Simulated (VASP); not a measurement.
Wanted: the native input for a VASP 6.6.1 run.

```yaml
Task: single point
Functional: PBE
Potentials_or_basis: VASP PAW PBE potentials, release 64 (V_sv, B, Os)
Cutoff: 520 eV
k_mesh: 9 × 9 × 3
Occupations: fermi-dirac, width 0.15 eV
Spin: collinear spin, ferromagnetic start
Starting_moments: "[2.0, 0.0, 0.0, 0.0, 0.0, 0.0] μB"
Dipole_correction: no
Further_INCAR_settings: ALGO = Normal; EDIFF = 1e-06; NBANDS = 30
```

The structure of VB4Os lies in POSCAR:

```
VB4Os
1.0
    2.9476971282      0.0000000000      0.0000000000
   -1.4738490763      2.5527807585      0.0000000000
    0.0000000000      0.0000000000      7.6355739654
V B Os
1 4 1
Direct
    0.0000000000      0.0000000000      0.0000000000
    0.0000000000      0.0000000000      0.7094840000
    0.3333333333      0.6666666667      0.7969230000
    0.3333333333      0.6666666667      0.2030770000
    0.0000000000      0.0000000000      0.2905160000
    0.3333333333      0.6666666667      0.5000000000
```

One way to write it, as run:

INCAR

```
PREC = Accurate
ENCUT = 520
EDIFF = 1E-6
ISMEAR = -1
SIGMA = 0.15
LREAL = False
LASPH = True
NELM = 150
ALGO = Normal
ISIF = 2
LWAVE = False
LCHARG = False
ISPIN = 2
MAGMOM = 2 0 0 0 0 0
LORBIT = 11
LMAXMIX = 4
GGA = PE
NBANDS = 30
```

KPOINTS

```
Automatic mesh
0
Gamma
  9 9 3
```

Potentials or basis: VASP PAW PBE potentials, release 64 (V_sv, B, Os).

Run with:

```sh
$ cat potpaw_PBE.64/V_sv/POTCAR potpaw_PBE.64/B/POTCAR potpaw_PBE.64/Os/POTCAR > POTCAR
$ mpirun -np 1 vasp_std > vasp.out
```

Results of the run:

```
Pressure                                              : -18.4 GPa
Largest force                                         : 0.319 eV/Å
Net moment                                            : 0.00 μB per cell
Valence electrons inside the program's atomic spheres : V 11.59; B 1.86, 1.88; Os 7.35
```

Wall time 37 s on 1 thread of Intel(R) Xeon(R) 6975P-C (Granite Rapids) (shared host), peak memory 0.24 GiB.
